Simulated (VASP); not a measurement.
Write the native input for VASP 6.6.1 that does the following.

- Task: single point
- Functional: r2SCAN
- Potentials or basis: VASP PAW PBE potentials, release 64 (Ca_sv, O_h)
- Cutoff: 910 eV
- k mesh: 8 × 8 × 8
- Occupations: gaussian, width 0.01 eV
- Spin: no spin polarisation
- Dipole correction: no
- Further INCAR settings: ALGO = Normal; EDIFF = 1e-06; NBANDS = 15

The system is CaO.

```
Ca O
1.0
     2.35512    2.35512    0.00000
    -2.35512    2.35512    0.00000
     0.00000    2.35512    2.35512
Ca O
1 1
Direct
  0.00000 0.00000 0.00000
  0.50000 0.50000 0.00000
```

These files were run (other wordings do the same):

POSCAR

```
CaO
1.0
    2.3551214364      2.3551214364      0.0000000000
   -2.3551214364      2.3551214364      0.0000000000
    0.0000000000      2.3551214364      2.3551214364
Ca O
1 1
Direct
    0.0000000000      0.0000000000      0.0000000000
    0.5000000000      0.5000000000      0.0000000000
```

INCAR.step1

```
ALGO = Normal
EDIFF = 1E-5
ENCUT = 910
GGA = PE
GGA_COMPAT = F
ISMEAR = 0
LASPH = T
LCHARG = F
LREAL = F
LWAVE = T
NBANDS = 15
NELM = 120
PREC = Accurate
SIGMA = 0.01
```

INCAR.step2

```
ALGO = Normal
EDIFF = 1E-6
ENCUT = 910
GGA_COMPAT = F
ISIF = 2
ISMEAR = 0
ISTART = 1
LASPH = T
LCHARG = F
LMIXTAU = T
LREAL = F
LWAVE = F
METAGGA = R2SCAN
NBANDS = 15
NELM = 120
PREC = Accurate
SIGMA = 0.01
```

KPOINTS

```
k-points
0
Gamma
  8 8 8
```

Potentials or basis: VASP PAW PBE potentials, release 64 (Ca_sv, O_h).

Run with:

```console
$ cat potpaw_PBE.64/Ca_sv/POTCAR potpaw_PBE.64/O_h/POTCAR > POTCAR
$ cp INCAR.step1 INCAR
$ mpirun -np 1 vasp_std > vasp.out
$ cp INCAR.step2 INCAR
$ mpirun -np 1 vasp_std > vasp.out
```

Results of the run:

The pressure is 8.2 GPa and the band gap on the k mesh is 4.17 eV (least direct gap 4.52 eV).

Caveat: the cutoff is under 1.25 times the usual one of these potentials, so pressure, stress and relaxed cells hold a basis-set (Pulay) error; the cell stands under pressure; the PAW data sets were made with another functional, which shifts forces and pressure a little.

Run time: 94 s on 1 thread of AMD EPYC 9R45 96-Core Processor (Zen 5), with other jobs on the host, peak memory 0.2 GiB.
